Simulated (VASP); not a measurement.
Write the native input for VASP 6.6.1 that does the following.

```yaml
Task: single point
Functional: PBEsol
Potentials_or_basis: VASP PAW PBE potentials, release 64 (Ir)
Cutoff: 500 eV
k_mesh: 6 × 6 × 4
Occupations: gaussian, width 0.1 eV
Spin: no spin polarisation
Dipole_correction: no
Further_INCAR_settings: ALGO = Normal; EDIFF = 1e-06; NBANDS = 16
```

The structure of Ir lies in POSCAR:

```
Ir
1.0
    2.7188841513      0.0000000000      0.0000000000
   -1.3594420757      2.3546227450      0.0000000000
    0.0000000000      0.0000000000      4.4077117271
Ir
2
Direct
    0.3333333333      0.6666666667      0.2500000000
    0.6666666667      0.3333333333      0.7500000000
```

One way to write it, as run:

INCAR

```
SYSTEM = Ir
ALGO = Normal
EDIFF = 1E-6
ENCUT = 500
GGA = PS
GGA_COMPAT = .FALSE.
ISIF = 2
ISMEAR = 0
LASPH = .TRUE.
LCHARG = .TRUE.
LELF = .TRUE.
LREAL = .FALSE.
LVHAR = .TRUE.
LWAVE = .FALSE.
NBANDS = 16
NELM = 120
PREC = Accurate
SIGMA = 0.1
```

KPOINTS

```
k-points
0
G
  6 6 4
  0 0 0
```

Potentials or basis: VASP PAW PBE potentials, release 64 (Ir).

The run is started by

```console
$ cat potpaw_PBE.64/Ir/POTCAR > POTCAR
$ mpirun -np 1 vasp_std > vasp.out
```

It gave:

```yaml
Pressure: 1.0 GPa
Band_gap_on_the_k_mesh: zero (band 9 reaches 11.42 eV, above the bottom of band 10 at 8.06 eV)
```

Caveat: the k points lie up to 0.44 Å⁻¹ apart; the PAW data sets were made with another functional, which shifts forces and pressure a little; spin-orbit coupling is left out, which moves the levels of the heavy elements.

Run time: 7.8 s on 1 thread of AMD EPYC 7R43 64-Core Processor (Zen 3) (shared host), peak memory 0.11 GiB.
